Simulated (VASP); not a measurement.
# Zn (Fm-3m) in VASP: notebook, part 2 of 2

VASP 6.6.1. Earlier steps stand in the parts before.

### 4 Single point, PBEsol

This run uses another cell than the first one, of 14.87 Å³/atom, 1.043 times its volume.

Contents of INCAR:

```
PREC = Accurate
ENCUT = 520
EDIFF = 1E-6
ISMEAR = -1
SIGMA = 0.1
LREAL = F
LASPH = T
NELM = 60
ALGO = Normal
ISIF = 2
LWAVE = F
LCHARG = T
GGA = PS
LELF = T
LVHAR = T
NBANDS = 12
```

Contents of KPOINTS:

```
regular mesh
0
Gamma
  13 13 13
```

Contents of POSCAR:

```
Zn
1.0
    0.0000000000      1.9515891866      1.9515891866
    1.9515891866      0.0000000000      1.9515891866
    1.9515891866      1.9515891866      0.0000000000
Zn
1
Direct
    0.0000000000      0.0000000000      0.0000000000
```

Potentials or basis: VASP PAW PBE potentials, release 64 (Zn).

Command:

```
$ cat potpaw_PBE.64/Zn/POTCAR > POTCAR
$ mpirun -np 1 vasp_std > vasp.out
```

OUTCAR:

```text
PREC = Accurate
   ENCUT = 520
   EDIFF = 1E-6
   ISMEAR = -1
   LREAL = F
   LASPH = T
   NELM = 60
   ISIF = 2
   GGA = PS

 ion  position               nearest neighbor table
   1  0.000  0.000  0.000-

  LATTYP: Found a face centered cubic cell.
 ALAT       =     3.9031783732

  Lattice vectors:

 A1 = (   0.0000000000,   1.9515891866,   1.9515891866)
 A2 = (   1.9515891866,   0.0000000000,   1.9515891866)
 A3 = (   1.9515891866,   1.9515891866,   0.0000000000)

Analysis of symmetry for initial positions (statically):
=====================================================================
 Subroutine PRICEL returns:
 Original cell was already a primitive cell.

 Routine SETGRP: Setting up the symmetry group for a
 face centered cubic supercell.

 Subroutine GETGRP returns: Found 48 space group operations
 (whereof 48 operations were pure point group operations)
 out of a pool of 48 trial point group operations.

The static configuration has the point symmetry O_h .

Analysis of symmetry for dynamics (positions and initial velocities):
=====================================================================
 Subroutine PRICEL returns:
 Original cell was already a primitive cell.

 Routine SETGRP: Setting up the symmetry group for a
 face centered cubic supercell.

 Subroutine GETGRP returns: Found 48 space group operations
 (whereof 48 operations were pure point group operations)
 out of a pool of 48 trial point group operations.

The dynamic configuration has the point symmetry O_h .

 Subroutine INISYM returns: Found 48 space group operations
 (whereof 48 operations are pure point group operations),
 and found     1 'primitive' translations

----------------------------------------------------------------------------------------

                                     Primitive cell

  volume of cell :      14.8660

[... 107 lines left out ...]
  volume/ion in A,a.u.               =      14.87       100.32
  Fermi-wavevector in a.u.,A,eV,Ry     =   1.524299  2.880508 31.612968  2.323488
  Thomas-Fermi vector in A             =   2.632625
   LORBIT       =      0    0 simple, 1 ext, 2 COOP (PROOUT), +10 PAW based schemes
   GGA     = PS    functional components
   LHFCALC =     F    Hartree Fock is set to
   AEXX    =    0.0000 exact exchange contribution
   IVDW    =     0    specifies the selected vdW correction
   LEPSILON=     F    determine dielectric tensor
   LRPA    =     F    only Hartree local field effects (RPA)
 non-spin polarized calculation
  energy-cutoff  :      520.00
  volume of cell :       14.87
 maximum number of plane-waves:       411
 NGX is ok and might be reduce to    24
   NGX = 11   NGY = 11   NGZ = 11

 number of electron      12.0000009 magnetization

 Free energy of the ion-electron system (eV)
  ---------------------------------------------------
  ext. energy  EPLUGINS =         0.00000000
  ---------------------------------------------------
  free energy    TOTEN  =        -1.55788487 eV

  energy without entropy =       -1.54888940  energy(sigma->0) =       -1.55338713

 E-fermi :   3.0417     XC(G=0): -11.8315

 val. band max:        2.8971541982   @ k =  -0.3846   0.3846   0.0769
 cond. band min:       3.0660233638   @ k =  -0.3846   0.3077   0.0000
 fundamental gap:      0.1688691656
 Fermi energy:         3.0417415292

 k-point     1 :       0.0000    0.0000    0.0000
  band No.  band energies     occupation
      1      -7.4770      2.00000
      2      -4.5857      2.00000
      3      -4.5857      2.00000
      4      -4.5857      2.00000
      5      -4.1878      2.00000
      6      -4.1878      2.00000
      7      21.5798      0.00000
      8      21.5798      0.00000
      9      21.5798      0.00000
     10      22.1238      0.00000
     11      24.3346      0.00000
     12      24.3346      0.00000
[... 331 lines left out ...]
 k-point    24 :       0.4615    0.1538    0.0000
  band No.  band energies     occupation
      1      -5.1614      2.00000
      2      -4.6530      2.00000
      3      -4.4326      2.00000
      4      -4.3108      2.00000
      5      -3.8847      2.00000
      6      -1.0071      2.00000
      7       4.6060      0.00000
      8      14.4985      0.00000
      9      15.5297      0.00000
     10      18.1030      0.00000
     11      26.6141      0.00000
     12      27.2573      0.00000

 [... further k-points ...]
[... 5 lines left out ...]
  --------------------------------------------------------------------------------------
  -------------------------------------------------------------------------------------
  Total       -0.3241854     -0.3241854     -0.3241854      0.0000000      0.0000000     -0.0000000
  in kB      -34.9388637    -34.9388637    -34.9388637      0.0000000      0.0000000     -0.0000000
  external PRESSURE =     -34.9388637 kB  Pullay stress =       0.0000000 kB

 VOLUME and BASIS-vectors are now :
 -----------------------------------------------------------------------------
  energy-cutoff  :      520.00
  volume of cell :       14.87
      direct lattice vectors                 reciprocal lattice vectors
     0.000000000  1.951589187  1.951589187    -0.256201461  0.256201461  0.256201461
     1.951589187  0.000000000  1.951589187     0.256201461 -0.256201461  0.256201461
     1.951589187  1.951589187  0.000000000     0.256201461  0.256201461 -0.256201461

 POSITION                                       TOTAL-FORCE (eV/Angst)
 -----------------------------------------------------------------------------------
      0.00000      0.00000      0.00000         0.000000      0.000000      0.000000
 -----------------------------------------------------------------------------------
    total drift:                                0.000000     -0.000000     -0.000000

  FREE ENERGIE OF THE ION-ELECTRON SYSTEM (eV)
  ---------------------------------------------------
  free  energy   TOTEN  =        -1.5578848669 eV

  energy  without entropy=       -1.5488893965  energy(sigma->0) =       -1.55338713
```

Run time: 16 s. Hardware: 1 thread of AMD EPYC 7R13 (Zen 3), shared host; peak memory 0.11 GiB.

What came out:

- Free energy: -1.5579 eV
- Pressure: -3.5 GPa
- Band gap on the k mesh: zero (band 6 reaches 4.15 eV, above the bottom of band 7 at 1.90 eV)

Levels at points of the mesh, in eV from the Fermi level:
```tsv
k point	band 4	band 5	band 6	band 7	band 8	band 9
(0.00, 0.00, 0.00)	-7.63	-7.23	-7.23	18.54	18.54	18.54
```

Caveat: the PAW data sets were made with another functional, which shifts forces and pressure a little.

### 5 Overview

```csv
cell,gap on the mesh (eV),pressure (GPa)
"a = 2.722 Å, angles 60.0°, 1 atom",none,-0.3
"a = 2.741 Å, angles 60.0°, 1 atom",none,-2.0
"a = 2.760 Å, angles 60.0°, 1 atom",none,-3.5
```

Alike in all rows: task single point; level PBEsol; potentials or basis VASP PAW PBE potentials, release 64 (Zn); no spin polarisation; k mesh 13 × 13 × 13; cutoff (eV) 520; smearing fermi-dirac 0.1 eV.

Caveats: the PAW data sets were made with another functional, which shifts forces and pressure a little.

Absolute energies hang on the potentials; compare differences alone.
